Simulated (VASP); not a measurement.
Input of a VASP 6.6.1 run:

Contents of POSCAR:

```
GaAs
1.0
    3.7321680278      0.0000000000      0.0000000000
   -1.8660840139      3.2321523232      0.0000000000
    0.0000000000      0.0000000000      6.3327909580
Ga As
2 2
Direct
    0.0000000000      0.0000000000      0.0000000000
    0.0000000000      0.0000000000      0.5000000000
    0.3333333333      0.6666666667      0.2500000000
    0.6666666667      0.3333333333      0.7500000000
```

File INCAR.step1:

```
PREC = Accurate
ENCUT = 520
ISMEAR = -1
SIGMA = 0.02
LREAL = False
LASPH = True
NELM = 80
NBANDS = 26
GGA = PE
ALGO = Normal
EDIFF = 1E-4
LWAVE = True
LCHARG = False
```

File INCAR.step2:

```
PREC = Accurate
ENCUT = 520
EDIFF = 1E-6
ISMEAR = -1
SIGMA = 0.02
LREAL = False
LASPH = True
NELM = 80
ALGO = Normal
ISIF = 2
LWAVE = False
LCHARG = False
METAGGA = R2SCAN
LMIXTAU = True
NBANDS = 26
ISTART = 1
```

File KPOINTS:

```
regular mesh
0
Gamma
  12 12 4
```

Potentials or basis: VASP PAW PBE potentials, release 64 (Ga_d, As).

The run is started by

```bash
$ cat potpaw_PBE.64/Ga_d/POTCAR potpaw_PBE.64/As/POTCAR > POTCAR
$ cp INCAR.step1 INCAR
$ mpirun -np 1 vasp_std > vasp.out
$ cp INCAR.step2 INCAR
$ mpirun -np 1 vasp_std > vasp.out
```

Predict the pressure.

0.0 GPa.

Predict the band gap on the k mesh.

zero (bands 18 and 19 overlap by 3.79 eV).

Caveat: the PAW data sets were made with another functional, which shifts forces and pressure a little.
